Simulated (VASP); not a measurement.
# MoS2 (C2/m) in VASP: notebook, part 3 of 3

VASP 6.6.1.

## (6) Single point, PBE

INCAR reads:

```
PREC = Accurate ; ENCUT = 520
EDIFF = 1E-6 ; ISMEAR = -1
SIGMA = 0.05 ; LREAL = F
LASPH = T ; NELM = 60
ALGO = Normal ; ISIF = 2
LWAVE = F ; LCHARG = T
GGA = PE ; LELF = T
LVHAR = T ; NBANDS = 20
```

KPOINTS reads:

```
regular mesh
0
Gamma
  8 8 6
```

POSCAR reads:

```
MoS2
1.0
    3.1479925200     -1.9297820300      0.0000000000
    3.1479925200      1.9297820300      0.0000000000
   -0.0030992400      0.0000000000      4.4393295900
Mo S
1 2
Direct
    0.0000000000      0.0000000000      0.0000000000
    0.6879000000      0.6879000000      0.2889000000
    0.3121000000      0.3121000000      0.7111000000
```

Potentials or basis: VASP PAW PBE potentials, release 64 (Mo_sv, S).

Run with:

```sh
$ cat potpaw_PBE.64/Mo_sv/POTCAR potpaw_PBE.64/S/POTCAR > POTCAR
$ mpirun -np 1 vasp_std > vasp.out
```

OUTCAR:

```text
PREC = Accurate
   ENCUT = 520
   EDIFF = 1E-6
   ISMEAR = -1
   LREAL = F
   LASPH = T
   NELM = 60
   ISIF = 2
   GGA = PE

 ion  position               nearest neighbor table
   1  0.000  0.000  0.000-   2 2.35   3 2.35   2 2.60   2 2.60   3 2.60   3 2.60
   2  0.688  0.688  0.289-   1 2.35   1 2.60   1 2.60
   3  0.312  0.312  0.711-   1 2.35   1 2.60   1 2.60

  LATTYP: Found a base centered monoclinic cell.
 ALAT       =     6.2959850400
 B/A-ratio  =     0.6130198905
 C/A-ratio  =     0.7051050223
 COS(beta)  =    -0.0006981323

  Lattice vectors:

 A1 = (   3.1479925200,  -1.9297820300,   0.0000000000)
 A2 = (   3.1479925200,   1.9297820300,   0.0000000000)
 A3 = (  -0.0030992400,   0.0000000000,   4.4393295900)

Analysis of symmetry for initial positions (statically):
=====================================================================
 Subroutine PRICEL returns:
 Original cell was already a primitive cell.

 Routine SETGRP: Setting up the symmetry group for a
 base centered monoclinic supercell.

 Subroutine GETGRP returns: Found  4 space group operations
 (whereof  4 operations were pure point group operations)
 out of a pool of  4 trial point group operations.

The static configuration has the point symmetry C_2h.

Analysis of symmetry for dynamics (positions and initial velocities):
=====================================================================
 Subroutine PRICEL returns:
 Original cell was already a primitive cell.

 Routine SETGRP: Setting up the symmetry group for a
 base centered monoclinic supercell.

 Subroutine GETGRP returns: Found  4 space group operations
 (whereof  4 operations were pure point group operations)
 out of a pool of  4 trial point group operations.

The dynamic configuration has the point symmetry C_2h.

 Subroutine INISYM returns: Found  4 space group operations
 (whereof  4 operations are pure point group operations),
 and found     1 'primitive' translations

----------------------------------------------------------------------------------------

                                     Primitive cell

  volume of cell :      53.9373

  direct lattice vectors                    reciprocal lattice vectors
     3.147992520 -1.929782030  0.000000000     0.158831381 -0.259096619  0.000110885
     3.147992520  1.929782030  0.000000000     0.158831381  0.259096619  0.000110885
    -0.003099240  0.000000000  4.439329590     0.000000000  0.000000000  0.225259238

  length of vectors
     3.692413247  3.692413247  4.439330672     0.303905377  0.303905377  0.225259238

  position of ions in fractional coordinates (direct lattice)
     0.000000000  0.000000000  0.000000000
     0.687900000  0.687900000  0.288900000
     0.312100000  0.312100000  0.711100000

  ion indices of the primitive-cell ions
   primitive index   ion index
                 1           1
                 2           2
                 3           3

----------------------------------------------------------------------------------------

 KPOINTS: regular mesh

Automatic generation of k-mesh.
 Grid dimensions read from file:
 generate k-points for:    8    8    6

 Generating k-lattice:

  Cartesian coordinates                     Fractional coordinates (reciprocal lattice)
     0.019853923 -0.032387077  0.000013861     0.125000000  0.000000000 -0.000000000
     0.019853923  0.032387077  0.000013861     0.000000000  0.125000000 -0.000000000
     0.000000000  0.000000000  0.037543206     0.000000000  0.000000000  0.166666667

  Length of vectors
     0.037988172  0.037988172  0.037543206

  Shift w.r.t. Gamma in fractional coordinates (k-lattice)
     0.000000000  0.000000000  0.000000000

 Subroutine IBZKPT returns following result:
 ===========================================

 Found    114 irreducible k-points:

 Following reciprocal coordinates:
            Coordinates               Weight
  0.000000  0.000000  0.000000      1.000000
  0.125000  0.000000  0.000000      4.000000
  0.250000  0.000000  0.000000      4.000000
  0.375000 -0.000000  0.000000      4.000000
  0.500000  0.000000  0.000000      2.000000
  0.125000  0.125000  0.000000      2.000000
[... 16 lines left out ...]
  0.125000  0.000000  0.166667      4.000000
  0.250000  0.000000  0.166667      4.000000
 [... further k-points ...]
   k-points           NKPTS =    114   k-points in BZ     NKDIM =    114   number of bands    NBANDS=     20
   number of dos      NEDOS =    301   number of ions     NIONS =      3
   total plane-waves  NPLWV =  28224
   dimension x,y,z NGX =    28 NGY =   28 NGZ =   36
   dimension x,y,z NGXF=    56 NGYF=   56 NGZF=   72
   ions per type =               1   2
   NGX,Y,Z   is equivalent  to a cutoff of  12.61, 12.61, 13.48 a.u.
   NGXF,Y,Z  is equivalent  to a cutoff of  25.21, 25.21, 26.96 a.u.
 SYSTEM =  unknown system
   PREC   = accura    normal or accurate (medium, high low for compatibility)
   ISTART =      0    job   : 0-new  1-cont  2-samecut
   ICHARG =      2    charge: 1-file 2-atom 10-const
   ISPIN  =      1    spin polarized calculation?
   LNONCOLLINEAR =      F non collinear calculations
   LSORBIT =      F    spin-orbit coupling
   LASPH  =      T    aspherical Exc in radial PAW
   ENCUT  =  520.0 eV  38.22 Ry    6.18 a.u.   6.87  6.87  8.25*2*pi/ulx,y,z
   NELM   =     60;   NELMIN=  2; NELMDL= -5     # of ELM steps
   EDIFF  = 0.1E-05   stopping-criterion for ELM
   LREAL  =      F    real-space projection
   EDIFFG = 0.1E-04   stopping-criterion for IOM
   NSW    =      0    number of steps for IOM
   IBRION =     -1    ionic relax: 0-MD 1-quasi-New 2-CG
   NFREE  =      0    steps in history (QN), initial steepest desc. (CG)
   ISIF   =      2    stress and relaxation
   ISYM   =      2    0-nonsym 1-usesym 2-fastsym
   POTIM  = 0.5000    time-step for ionic-motion
   TEBEG  =    0.0;   TEEND  =   0.0 temperature during run
   PSTRESS=    0.0 pullay stress
   NELECT =      26.0000    total number of electrons
   NUPDOWN=      -1.0000    fix difference up-down
   EMIN   =  10.00;   EMAX   =-10.00  energy-range for DOS
   EFERMI =   0.00;   METHOD = LEGACY
   ISMEAR =    -1;   SIGMA  =   0.05  broadening in eV -4-tet -1-fermi 0-gaus
   EFERMI_NEDOS =   21; number of points for ismear=-14 and -15
   IALGO  =     38    algorithm
   IMIX   =      4    mixing-type and parameters
     AMIX     =   0.40;   BMIX     =  1.00
     AMIX_MAG =   1.60;   BMIX_MAG =  1.00
  volume/ion in A,a.u.               =      17.98       121.33
  Fermi-wavevector in a.u.,A,eV,Ry     =   1.283619  2.425688 22.418020  1.647678
  Thomas-Fermi vector in A             =   2.415861
   LORBIT       =      0    0 simple, 1 ext, 2 COOP (PROOUT), +10 PAW based schemes
   GGA     = PE    functional components
   LHFCALC =     F    Hartree Fock is set to
   AEXX    =    0.0000 exact exchange contribution
   IVDW    =     0    specifies the selected vdW correction
   LEPSILON=     F    determine dielectric tensor
   LRPA    =     F    only Hartree local field effects (RPA)
 non-spin polarized calculation
  energy-cutoff  :      520.00
  volume of cell :       53.94
 maximum number of plane-waves:      1476
   NGX = 13   NGY = 13   NGZ = 17

 number of electron      26.0000001 magnetization

 Free energy of the ion-electron system (eV)
  ---------------------------------------------------
  ext. energy  EPLUGINS =         0.00000000
  ---------------------------------------------------
  free energy    TOTEN  =       -19.12197945 eV

  energy without entropy =      -19.09520563  energy(sigma->0) =      -19.10859254

 E-fermi :   7.4804     XC(G=0): -11.0120

 val. band max:        7.4792638606   @ k =  -0.1250  -0.1250   0.3333
 cond. band min:       7.4863528007   @ k =  -0.2500   0.5000   0.3333
 fundamental gap:      0.0070889401
 Fermi energy:         7.4804030113

 k-point     1 :       0.0000    0.0000    0.0000
  band No.  band energies     occupation
      1     -54.0559      2.00000
      2     -28.2723      2.00000
      3     -28.1123      2.00000
      4     -27.9364      2.00000
      5      -7.2672      2.00000
      6      -3.7859      2.00000
[... 12 lines left out ...]
     19      13.7470      0.00000
[... 513 lines left out ...]
      4     -27.9332      2.00000
      5      -6.6134      2.00000
      6      -4.3738      2.00000
[... 12 lines left out ...]
     19      14.4668      0.00000
     20      15.3180      0.00000

 [... further k-points ...]

------------------------ aborting loop because EDIFF is reached ----------------------------------------

  FORCE on cell =-STRESS in cart. coord.  units (eV):
  Direction    XX          YY          ZZ          XY          YZ          ZX
  --------------------------------------------------------------------------------------
  -------------------------------------------------------------------------------------
  Total       -3.3289556     -5.3685384      5.0304451      0.0000000      0.0000000     -2.7418100
  in kB      -98.8847345   -159.4693814    149.4265125      0.0000000      0.0000000    -81.4439073
  external PRESSURE =     -36.3092011 kB  Pullay stress =       0.0000000 kB

 VOLUME and BASIS-vectors are now :
 -----------------------------------------------------------------------------
  energy-cutoff  :      520.00
  volume of cell :       53.94
      direct lattice vectors                 reciprocal lattice vectors
     3.147992520 -1.929782030  0.000000000     0.158831381 -0.259096619  0.000110885
     3.147992520  1.929782030  0.000000000     0.158831381  0.259096619  0.000110885
    -0.003099240  0.000000000  4.439329590     0.000000000  0.000000000  0.225259238

 POSITION                                       TOTAL-FORCE (eV/Angst)
 -----------------------------------------------------------------------------------
      0.00000      0.00000      0.00000        -0.000000      0.000000      0.000000
      4.33011      0.00000      1.28252        -1.030806      0.000000     -0.656010
      1.96277      0.00000      3.15681         1.030806      0.000000      0.656010
 -----------------------------------------------------------------------------------
    total drift:                               -0.000000      0.000000      0.000000

  FREE ENERGIE OF THE ION-ELECTRON SYSTEM (eV)
  ---------------------------------------------------
  free  energy   TOTEN  =       -19.1219794525 eV

  energy  without entropy=      -19.0952056311  energy(sigma->0) =      -19.10859254
```

OSZICAR:

```text
N       E                     dE             d eps       ncg     rms          rms(c)
DAV:   1     0.176268795293E+03    0.17627E+03   -0.13328E+04  4568   0.122E+03
DAV:   2    -0.134921764636E+02   -0.18976E+03   -0.18485E+03  5472   0.311E+02
DAV:   3    -0.210969263719E+02   -0.76047E+01   -0.74879E+01  5616   0.568E+01
DAV:   4    -0.211882803212E+02   -0.91354E-01   -0.91235E-01  5540   0.659E+00
DAV:   5    -0.211894554811E+02   -0.11752E-02   -0.11750E-02  5620   0.736E-01    0.183E+01
DAV:   6    -0.202807616782E+02    0.90869E+00   -0.25796E+01  4640   0.234E+01    0.102E+01
DAV:   7    -0.192826429483E+02    0.99812E+00   -0.13805E+01  4688   0.157E+01    0.579E+00
DAV:   8    -0.191216521780E+02    0.16099E+00   -0.96927E-01  5200   0.499E+00    0.208E+00
DAV:   9    -0.191249490757E+02   -0.32969E-02   -0.28472E-02  5340   0.109E+00    0.679E-01
DAV:  10    -0.191224902939E+02    0.24588E-02   -0.30573E-02  5016   0.873E-01    0.281E-01
DAV:  11    -0.191220414181E+02    0.44888E-03   -0.18732E-03  5228   0.227E-01    0.959E-02
DAV:  12    -0.191219812424E+02    0.60176E-04   -0.23215E-04  5364   0.798E-02    0.412E-02
DAV:  13    -0.191219795260E+02    0.17164E-05   -0.35141E-05  5504   0.351E-02    0.488E-03
DAV:  14    -0.191219794525E+02    0.73540E-07   -0.12050E-06  3356   0.694E-03
   1 F= -.19121979E+02 E0= -.19108593E+02  d E =-.267738E-01
```

It took 2.4 min on 1 thread of Intel Xeon 8259CL, shared host; peak memory 0.25 GiB.

Results:

| Quantity | Value |
| --- | --- |
| Free energy | -19.1220 eV |
| Pressure | -3.6 GPa |
| Largest force | 1.222 eV/Å |
| Band gap on the k mesh | zero (bands 13 and 14 overlap by 0.93 eV) |

Forces in eV/Å, atoms in the order of the input:
```
Mo   0.000  0.000  0.000
S   -1.031  0.000 -0.656
S    1.031  0.000  0.656
```

Caveat: the cell stands under tension; forces of over 1 eV/Å act on the atoms, so gaps and moduli don't describe the material at rest.

## (7) The runs side by side

```tsv
task	level	potentials or basis	cell	k mesh	cutoff (eV)	smearing	gap on the mesh (eV)	pressure (GPa)	relaxed volume (Å³/atom)	largest force (eV/Å)
relaxation of cell and atoms	PBE	VASP PAW PBE potentials, release 64 (Mo_sv, S)	relaxed	6 × 6 × 5	600	fermi-dirac 0.05 eV	none	0.0	19.49	-
relaxation of cell and atoms	PBEsol	VASP PAW PBE potentials, release 64 (Mo_sv, S)	relaxed	6 × 6 × 5	600	fermi-dirac 0.05 eV	none	0.1	17.57	0.01
relaxation of cell and atoms	LDA	VASP PAW LDA potentials, release 64 (Mo_sv, S)	relaxed	6 × 6 × 5	600	fermi-dirac 0.05 eV	none	0.0	16.59	-
single point	PBE	VASP PAW PBE potentials, release 64 (Mo_sv, S)	as given	5 × 5 × 4	520	fermi-dirac 0.03 eV	none	-3.8	-	1.29
single point	PBE	VASP PAW PBE potentials, release 64 (Mo_sv, S)	as given	8 × 8 × 6	520	fermi-dirac 0.05 eV	none	-3.6	-	1.22
```

Alike in all rows: no spin polarisation.

Caveats: some runs use coarse meshes; a cell axis changed by over 15 % at a fixed basis, so the end point is rough (at least some runs); this functional lacks dispersion, which binds the layers, so the pressure and a relaxed spacing across them are unreliable (at least some runs); forces of over 1 eV/Å act on the atoms, so gaps and moduli don't describe the material at rest (at least some runs); the PAW data sets were made with another functional, which shifts forces and pressure a little (at least some runs); the cell stands under tension (at least some runs).

Absolute energies hang on the potentials; compare differences alone.
